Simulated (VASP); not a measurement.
# Tc (I4/mmm) in VASP: a series of runs

Runs on Tc. Level: r2SCAN. Tasks: single point.

Everything below comes from runs of VASP 6.6.1. Logs are shortened: lines on timing, memory, paths and dates and some standing lists are left out, and cuts for length are marked.

**1. The cell of the first run**

Symmetry: I4/mmm, No. 139, tetragonal system. Conventional cell: a = 2.730 Å, b = 2.730 Å, c = 3.900 Å, α = 90.00°, β = 90.00°, γ = 90.00°. Tc (site symmetry 4/mmm) has 12 Tc at 2.73 to 2.74 Å within 3.6 Å.

This isn't the form of Tc at room conditions, which is hcp.

**2. Single point, r2SCAN**

File POSCAR:

```
Tc
1.0
    0.0000000000      1.9305000000      1.9500000000
    1.9305000000      0.0000000000      1.9500000000
    1.9305000000      1.9305000000      0.0000000000
Tc
1
Direct
    0.0000000000      0.0000000000      0.0000000000
```

File INCAR.step1:

```
ALGO = Normal ; EDIFF = 1E-5
ENCUT = 550 ; GGA = PE
GGA_COMPAT = False ; ISMEAR = -1
LASPH = True ; LCHARG = False
LREAL = False ; LWAVE = True
NBANDS = 12 ; NELM = 120
PREC = Accurate ; SIGMA = 0.1
```

File INCAR.step2:

```
ALGO = Normal ; EDIFF = 1E-6
ENCUT = 550 ; GGA_COMPAT = False
ISIF = 2 ; ISMEAR = -1
ISTART = 1 ; LASPH = True
LCHARG = True ; LELF = True
LMIXTAU = True ; LREAL = False
LVHAR = True ; LWAVE = False
METAGGA = R2SCAN ; NBANDS = 12
NELM = 120 ; PREC = Accurate
SIGMA = 0.1
```

File KPOINTS:

```
k-points
0
Gamma
  15 15 15
```

Potentials or basis: VASP PAW PBE potentials, release 64 (Tc_pv).

Command:

```console
$ cat potpaw_PBE.64/Tc_pv/POTCAR > POTCAR
$ cp INCAR.step1 INCAR
$ mpirun -np 1 vasp_std > vasp.out
$ cp INCAR.step2 INCAR
$ mpirun -np 1 vasp_std > vasp.out
```

OUTCAR:

```text
EDIFF = 1E-6
   ENCUT = 550
   ISIF = 2
   ISMEAR = -1
   ISTART = 1
   LASPH = True
   LREAL = False
   METAGGA = R2SCAN
   NELM = 120
   PREC = Accurate

 ion  position               nearest neighbor table
   1  0.000  0.000  0.000-

  LATTYP: Found a body centered tetragonal cell.
 ALAT       =     2.7301392822
 C/A-ratio  =     1.4284985479

  Lattice vectors:

 A1 = (  -1.9305000000,   0.0000000000,   1.9500000000)
 A2 = (   1.9305000000,   0.0000000000,   1.9500000000)
 A3 = (   0.0000000000,   1.9305000000,  -1.9500000000)

Analysis of symmetry for initial positions (statically):
=====================================================================
 Subroutine PRICEL returns:
 Original cell was already a primitive cell.

 Routine SETGRP: Setting up the symmetry group for a
 body centered tetragonal supercell.

 Subroutine GETGRP returns: Found 16 space group operations
 (whereof 16 operations were pure point group operations)
 out of a pool of 16 trial point group operations.

The static configuration has the point symmetry D_4h.

Analysis of symmetry for dynamics (positions and initial velocities):
=====================================================================
 Subroutine PRICEL returns:
 Original cell was already a primitive cell.

 Routine SETGRP: Setting up the symmetry group for a
 body centered tetragonal supercell.

 Subroutine GETGRP returns: Found 16 space group operations
 (whereof 16 operations were pure point group operations)
 out of a pool of 16 trial point group operations.

The dynamic configuration has the point symmetry D_4h.

 Subroutine INISYM returns: Found 16 space group operations
 (whereof 16 operations are pure point group operations),
 and found     1 'primitive' translations

----------------------------------------------------------------------------------------

                                     Primitive cell

  volume of cell :      14.5346

  direct lattice vectors                    reciprocal lattice vectors
     0.000000000  1.930500000  1.950000000    -0.259000259  0.259000259  0.256410256
     1.930500000  0.000000000  1.950000000     0.259000259 -0.259000259  0.256410256
     1.930500000  1.930500000  0.000000000     0.259000259  0.259000259 -0.256410256

  length of vectors
     2.743962509  2.743962509  2.730139282     0.447111270  0.447111270  0.447111270

  position of ions in fractional coordinates (direct lattice)
     0.000000000  0.000000000  0.000000000

  ion indices of the primitive-cell ions
   primitive index   ion index
                 1           1

----------------------------------------------------------------------------------------

 KPOINTS: k-points

Automatic generation of k-mesh.
 Grid dimensions read from file:
 generate k-points for:   15   15   15

 Generating k-lattice:

  Cartesian coordinates                     Fractional coordinates (reciprocal lattice)
    -0.017266684  0.017266684  0.017094017     0.066666667  0.000000000  0.000000000
     0.017266684 -0.017266684  0.017094017     0.000000000  0.066666667  0.000000000
     0.017266684  0.017266684 -0.017094017    -0.000000000 -0.000000000  0.066666667

  Length of vectors
     0.029807418  0.029807418  0.029807418

  Shift w.r.t. Gamma in fractional coordinates (k-lattice)
     0.000000000  0.000000000  0.000000000

 Subroutine IBZKPT returns following result:
 ===========================================

 Found    288 irreducible k-points:

 Following reciprocal coordinates:
            Coordinates               Weight
  0.000000  0.000000  0.000000      1.000000
  0.066667 -0.000000  0.000000      8.000000
  0.133333  0.000000  0.000000      8.000000
  0.200000  0.000000  0.000000      8.000000
  0.266667  0.000000  0.000000      8.000000
  0.333333 -0.000000  0.000000      8.000000
[... 16 lines left out ...]
  0.133333  0.133333  0.000000      2.000000
  0.200000  0.133333  0.000000      8.000000
 [... further k-points ...]
   k-points           NKPTS =    288   k-points in BZ     NKDIM =    288   number of bands    NBANDS=     12
   number of dos      NEDOS =    301   number of ions     NIONS =      1
   total plane-waves  NPLWV =  13824
   dimension x,y,z NGX =    24 NGY =   24 NGZ =   24
   dimension x,y,z NGXF=    48 NGYF=   48 NGZF=   48
   ions per type =               1
   NGX,Y,Z   is equivalent  to a cutoff of  14.54, 14.54, 14.61 a.u.
   NGXF,Y,Z  is equivalent  to a cutoff of  29.08, 29.08, 29.23 a.u.
 SYSTEM =  unknown system
   PREC   = accura    normal or accurate (medium, high low for compatibility)
   ISTART =      1    job   : 0-new  1-cont  2-samecut
   ICHARG =      0    charge: 1-file 2-atom 10-const
   ISPIN  =      1    spin polarized calculation?
   LNONCOLLINEAR =      F non collinear calculations
   LSORBIT =      F    spin-orbit coupling
   LASPH  =      T    aspherical Exc in radial PAW
   ENCUT  =  550.0 eV  40.42 Ry    6.36 a.u.   5.25  5.25  5.22*2*pi/ulx,y,z
   NELM   =    120;   NELMIN=  2; NELMDL=  0     # of ELM steps
   EDIFF  = 0.1E-05   stopping-criterion for ELM
   LREAL  =      F    real-space projection
   EDIFFG = 0.1E-04   stopping-criterion for IOM
   NSW    =      0    number of steps for IOM
   IBRION =     -1    ionic relax: 0-MD 1-quasi-New 2-CG
   NFREE  =      0    steps in history (QN), initial steepest desc. (CG)
   ISIF   =      2    stress and relaxation
   ISYM   =      2    0-nonsym 1-usesym 2-fastsym
   POTIM  = 0.5000    time-step for ionic-motion
   TEBEG  =    0.0;   TEEND  =   0.0 temperature during run
   PSTRESS=    0.0 pullay stress
   NELECT =      13.0000    total number of electrons
   NUPDOWN=      -1.0000    fix difference up-down
   EMIN   =  10.00;   EMAX   =-10.00  energy-range for DOS
   EFERMI =   0.00;   METHOD = LEGACY
   ISMEAR =    -1;   SIGMA  =   0.10  broadening in eV -4-tet -1-fermi 0-gaus
   EFERMI_NEDOS =   21; number of points for ismear=-14 and -15
   IALGO  =     38    algorithm
   IMIX   =      4    mixing-type and parameters
     AMIX     =   0.40;   BMIX     =  1.00
     AMIX_MAG =   1.60;   BMIX_MAG =  1.00
  volume/ion in A,a.u.               =      14.53        98.08
  Fermi-wavevector in a.u.,A,eV,Ry     =   1.577325  2.980712 33.850675  2.487954
  Thomas-Fermi vector in A             =   2.678024
   LORBIT       =      0    0 simple, 1 ext, 2 COOP (PROOUT), +10 PAW based schemes
   METAGGA = R2SCAN    functional components
   LHFCALC =     F    Hartree Fock is set to
   AEXX    =    0.0000 exact exchange contribution
   IVDW    =     0    specifies the selected vdW correction
   LEPSILON=     F    determine dielectric tensor
   LRPA    =     F    only Hartree local field effects (RPA)
 non-spin polarized calculation
  energy-cutoff  :      550.00
  volume of cell :       14.53
 maximum number of plane-waves:       444
 NGX is ok and might be reduce to    24
   NGX = 11   NGY = 11   NGZ = 11

 number of electron      13.0000001 magnetization

 Free energy of the ion-electron system (eV)
  ---------------------------------------------------
  ext. energy  EPLUGINS =         0.00000000
  ---------------------------------------------------
  free energy    TOTEN  =       -25.91871256 eV

  energy without entropy =      -25.88706054  energy(sigma->0) =      -25.90288655

 E-fermi :  12.5204     XC(G=0): -15.0193

 val. band max:       12.5067568116   @ k =  -0.0667   0.2000   0.1333
 cond. band min:      12.5300130474   @ k =  -0.2000   0.1333   0.0000
 fundamental gap:      0.0232562358
 Fermi energy:        12.5203732589

 k-point     1 :       0.0000    0.0000    0.0000
  band No.  band energies     occupation
      1     -27.1190      2.00000
      2     -27.1146      2.00000
      3     -27.1146      2.00000
      4       4.6337      2.00000
      5      10.5544      2.00000
      6      10.6906      2.00000
      7      10.6906      2.00000
      8      13.3379      0.00056
      9      13.5073      0.00010
     10      27.1151      0.00000
     11      32.8664      0.00000
     12      33.2366      0.00000

 k-point     2 :       0.0667   -0.0000    0.0000
  band No.  band energies     occupation
      1     -27.1765      2.00000
      2     -27.1255      2.00000
      3     -27.1218      2.00000
      4       4.8310      2.00000
      5      10.5061      2.00000
      6      10.7052      2.00000
      7      10.7763      2.00000
      8      13.2803      0.00100
      9      13.4429      0.00020
     10      27.4691      0.00000
     11      32.1861      0.00000
     12      33.3373      0.00000

 k-point     3 :       0.1333    0.0000    0.0000
  band No.  band energies     occupation
      1     -27.3451      2.00000
      2     -27.1480      2.00000
      3     -27.1420      2.00000
      4       5.3807      2.00000
      5      10.2463      2.00000
      6      10.8936      2.00000
      7      10.9866      2.00000
      8      13.1788      0.00276
      9      13.3177      0.00069
     10      28.3858      0.00000
     11      30.5472      0.00000
     12      34.2741      0.00000

 k-point     4 :       0.2000    0.0000    0.0000
  band No.  band energies     occupation
      1     -27.5886      2.00000
      2     -27.1810      2.00000
      3     -27.1716      2.00000
      4       6.1242      2.00000
      5      10.0487      2.00000
      6      11.0476      2.00000
      7      11.1618      2.00000
      8      13.2429      0.00145
      9      13.3349      0.00058
     10      28.6207      0.00000
     11      29.7748      0.00000
     12      35.7378      0.00000

 k-point     5 :       0.2667    0.0000    0.0000
  band No.  band energies     occupation
      1     -27.8614      2.00000
      2     -27.2185      2.00000
      3     -27.2055      2.00000
      4       6.7185      2.00000
      5      10.3096      2.00000
      6      10.9893      2.00000
      7      11.1246      2.00000
      8      13.6608      0.00002
      9      13.6971      0.00002
     10      27.2526      0.00000
     11      30.0393      0.00000
     12      37.5321      0.00000
[... 228 lines left out ...]
      1     -27.4463      2.00000
      2     -27.2032      2.00000
      3     -27.1400      2.00000
      4       5.7852      2.00000
      5      10.0271      2.00000
      6      11.0348      2.00000
      7      11.1421      2.00000
      8      12.9263      0.03395
      9      13.5075      0.00010
     10      29.0142      0.00000
     11      30.0291      0.00000
     12      33.8617      0.00000

 k-point    22 :      -0.0667    0.0667    0.0000
  band No.  band energies     occupation
      1     -27.2617      2.00000
      2     -27.1606      2.00000
      3     -27.1236      2.00000
      4       5.1510      2.00000
      5      10.3472      2.00000
      6      10.8271      2.00000
      7      10.8947      2.00000
      8      13.1875      0.00253
      9      13.3764      0.00038
     10      28.0277      0.00000
     11      31.4285      0.00000
     12      33.1921      0.00000

 k-point    23 :       0.1333    0.1333    0.0000
  band No.  band energies     occupation
      1     -27.3404      2.00000
      2     -27.1914      2.00000
      3     -27.1914      2.00000
      4       5.6184      2.00000
      5       9.7733      2.00000
      6      11.2870      1.99999
      7      11.2870      1.99999
      8      12.4588      1.29829
      9      13.7916      0.00001
     10      28.8909      0.00000
     11      31.4516      0.00000
     12      33.6531      0.00000

 k-point    24 :       0.2000    0.1333    0.0000
  band No.  band energies     occupation
      1     -27.4961      2.00000
      2     -27.2300      2.00000
      3     -27.2223      2.00000
      4       6.1980      2.00000
      5       9.4456      2.00000
      6      11.4283      1.99996
      7      11.5827      1.99983
      8      12.3306      1.73924
      9      13.9339      0.00000
     10      29.8810      0.00000
     11      30.5303      0.00000
     12      33.9210      0.00000

 [... further k-points ...]

------------------------ aborting loop because EDIFF is reached ----------------------------------------

  FORCE on cell =-STRESS in cart. coord.  units (eV):
  Direction    XX          YY          ZZ          XY          YZ          ZX
  --------------------------------------------------------------------------------------
  -------------------------------------------------------------------------------------
  Total       -0.3735928     -0.3735928     -0.5857757      0.0000000      0.0000000     -0.0000000
  in kB      -41.1817568    -41.1817568    -64.5710298      0.0000000      0.0000000     -0.0000000
  external PRESSURE =     -48.9781811 kB  Pullay stress =       0.0000000 kB

 VOLUME and BASIS-vectors are now :
 -----------------------------------------------------------------------------
  energy-cutoff  :      550.00
  volume of cell :       14.53
      direct lattice vectors                 reciprocal lattice vectors
     0.000000000  1.930500000  1.950000000    -0.259000259  0.259000259  0.256410256
     1.930500000  0.000000000  1.950000000     0.259000259 -0.259000259  0.256410256
     1.930500000  1.930500000  0.000000000     0.259000259  0.259000259 -0.256410256

 POSITION                                       TOTAL-FORCE (eV/Angst)
 -----------------------------------------------------------------------------------
      0.00000      0.00000      0.00000         0.000000     -0.000000      0.000000
 -----------------------------------------------------------------------------------
    total drift:                               -0.000000      0.000000      0.000000

  FREE ENERGIE OF THE ION-ELECTRON SYSTEM (eV)
  ---------------------------------------------------
  free  energy   TOTEN  =       -25.9187125630 eV

  energy  without entropy=      -25.8870605438  energy(sigma->0) =      -25.90288655
```

Wall time 2.8 min (1 thread of Intel Xeon 8259CL, shared host); peak memory 0.19 GiB.

Results:

- Free energy: -25.9187 eV
- Pressure: -4.9 GPa
- Band gap on the k mesh: zero (an odd number of electrons rules out a gap without spin polarisation)

Stress tensor (GPa, compression positive):
```
-4.12  0.00  0.00
 0.00 -4.12  0.00
 0.00  0.00 -6.46
```

Caveat: the cell stands under tension; the PAW data sets were made with another functional, which shifts forces and pressure a little.

**3. Single point, r2SCAN**

This run uses another cell than the first one, of 15.13 Å³/atom.

File POSCAR:

```
Tc
1.0
    0.0000000000      1.9695000000      1.9500000000
    1.9695000000      0.0000000000      1.9500000000
    1.9695000000      1.9695000000      0.0000000000
Tc
1
Direct
    0.0000000000      0.0000000000      0.0000000000
```

File INCAR.step1:

```
PREC = Accurate
ENCUT = 550
ISMEAR = -1
SIGMA = 0.1
LREAL = F
LASPH = T
NELM = 120
NBANDS = 12
GGA = PE
ALGO = Normal
EDIFF = 1E-5
LWAVE = T
LCHARG = F
GGA_COMPAT = F
```

File INCAR.step2:

```
PREC = Accurate
ENCUT = 550
EDIFF = 1E-6
ISMEAR = -1
SIGMA = 0.1
LREAL = F
LASPH = T
NELM = 120
ALGO = Normal
ISIF = 2
LWAVE = F
LCHARG = F
METAGGA = R2SCAN
LMIXTAU = T
NBANDS = 12
ISTART = 1
GGA_COMPAT = F
```

File KPOINTS:

```
Automatic mesh
0
Gamma
  15 15 15
```

Potentials or basis: VASP PAW PBE potentials, release 64 (Tc_pv).

Command:

```console
$ cat potpaw_PBE.64/Tc_pv/POTCAR > POTCAR
$ cp INCAR.step1 INCAR
$ mpirun -np 1 vasp_std > vasp.out
$ cp INCAR.step2 INCAR
$ mpirun -np 1 vasp_std > vasp.out
```

OUTCAR:

```text
PREC = Accurate
   ENCUT = 550
   EDIFF = 1E-6
   ISMEAR = -1
   LREAL = F
   LASPH = T
   NELM = 120
   ISIF = 2
   METAGGA = R2SCAN
   ISTART = 1

 ion  position               nearest neighbor table
   1  0.000  0.000  0.000-

  LATTYP: Found a body centered tetragonal cell.
 ALAT       =     2.7852936111
 C/A-ratio  =     1.4002114479

  Lattice vectors:

 A1 = (   0.0000000000,  -1.9695000000,  -1.9500000000)
 A2 = (   0.0000000000,   1.9695000000,  -1.9500000000)
[... 538 lines left out ...]
     11      29.6090      0.00000
     12      32.7473      0.00000

 [... further k-points ...]

------------------------ aborting loop because EDIFF is reached ----------------------------------------

  FORCE on cell =-STRESS in cart. coord.  units (eV):
  Direction    XX          YY          ZZ          XY          YZ          ZX
  --------------------------------------------------------------------------------------
  -------------------------------------------------------------------------------------
  Total       -1.5442803     -1.5442803     -1.3553511      0.0000000      0.0000000     -0.0000000
  in kB     -163.5536088   -163.5536088   -143.5442544      0.0000000      0.0000000     -0.0000000
  external PRESSURE =    -156.8838240 kB  Pullay stress =       0.0000000 kB

 VOLUME and BASIS-vectors are now :
 -----------------------------------------------------------------------------
  energy-cutoff  :      550.00
  volume of cell :       15.13
      direct lattice vectors                 reciprocal lattice vectors
     0.000000000  1.969500000  1.950000000    -0.253871541  0.253871541  0.256410256
     1.969500000  0.000000000  1.950000000     0.253871541 -0.253871541  0.256410256
     1.969500000  1.969500000  0.000000000     0.253871541  0.253871541 -0.256410256

 POSITION                                       TOTAL-FORCE (eV/Angst)
 -----------------------------------------------------------------------------------
      0.00000      0.00000      0.00000         0.000000      0.000000     -0.000000
 -----------------------------------------------------------------------------------
    total drift:                                0.000000      0.000000      0.000000

  FREE ENERGIE OF THE ION-ELECTRON SYSTEM (eV)
  ---------------------------------------------------
  free  energy   TOTEN  =       -25.8803586768 eV

  energy  without entropy=      -25.8465962015  energy(sigma->0) =      -25.86347744
```

OSZICAR.step1:

```text
N       E                     dE             d eps       ncg     rms          rms(c)
DAV:   1     0.122873906684E+03    0.12287E+03   -0.79955E+03  6916   0.108E+03
DAV:   2    -0.913790200111E+01   -0.13201E+03   -0.12838E+03  7492   0.318E+02
DAV:   3    -0.110422726598E+02   -0.19044E+01   -0.18981E+01  7664   0.437E+01
DAV:   4    -0.110502519254E+02   -0.79793E-02   -0.79789E-02  7540   0.314E+00
DAV:   5    -0.110503130285E+02   -0.61103E-04   -0.61103E-04  7780   0.265E-01    0.152E+01
DAV:   6    -0.103520375469E+02    0.69828E+00   -0.99590E-01  7156   0.131E+01    0.424E+00
DAV:   7    -0.102819767366E+02    0.70061E-01   -0.13102E-01  7708   0.457E+00    0.570E-01
DAV:   8    -0.102773666027E+02    0.46101E-02   -0.45538E-03  7032   0.804E-01    0.124E-01
DAV:   9    -0.102773726647E+02   -0.60620E-05   -0.98312E-05  8196   0.134E-01
   1 F= -.10277373E+02 E0= -.10259317E+02  d E =-.361107E-01
```

Wall time 2.9 min (1 thread of Intel Xeon 8259CL, shared host); peak memory 0.19 GiB.

Results:

```yaml
Free_energy: -25.8804 eV
Pressure: -15.7 GPa
Band_gap_on_the_k_mesh: zero (an odd number of electrons rules out a gap without spin polarisation)
```

Caveat: the cell stands under tension; the PAW data sets were made with another functional, which shifts forces and pressure a little.

[end of part 1 of 2]
